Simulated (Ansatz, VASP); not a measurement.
One calculation of TaRu2, two programs

```xyz
3
Lattice="-1.5362 1.5362 4.6085 1.5362 -1.5362 4.6085 1.5362 1.5362 -4.6085" Properties=species:S:1:pos:R:3 pbc="T T T"
Ta    0.0000    0.0000    4.6085
Ru    0.0000    0.0000    7.6808
Ru    0.0000    0.0000    1.5362
```

Alike in both runs: task relaxation of cell and atoms; functional PBE; k mesh 8 × 8 × 8; occupations gaussian, width 0.1 eV; no spin polarisation.

|  | VASP | Ansatz |
| --- | --- | --- |
| version | VASP 6.6.1 | Ansatz 0.2.0 |
| potentials or method | VASP PAW PBE potentials, release 64 (Ta_pv, Ru_pv), cutoff 600 eV | scalar-relativistic, plane waves, PAW |
| valence electrons in the cell | 39 | 45 |

```tsv
	VASP	Ansatz	Ansatz less VASP
gap on the k mesh at the Fermi level, each at its own relaxed structure (eV)	none	none	-
relaxed volume (Å³/atom)	15.66	15.66	-0.001
relaxed cell length with the largest relative difference (Å)	5.276	5.278	+0.0020
```

A gap of «none» marks a metal or a gap that the smearing closes. VASP's potentials hold 39 valence electrons a cell and Ansatz's 45, so a difference there can come from the potentials and not from the codes.

The k mesh is coarse, so the values compare programs but aren't converged. Spin-orbit coupling is off throughout.
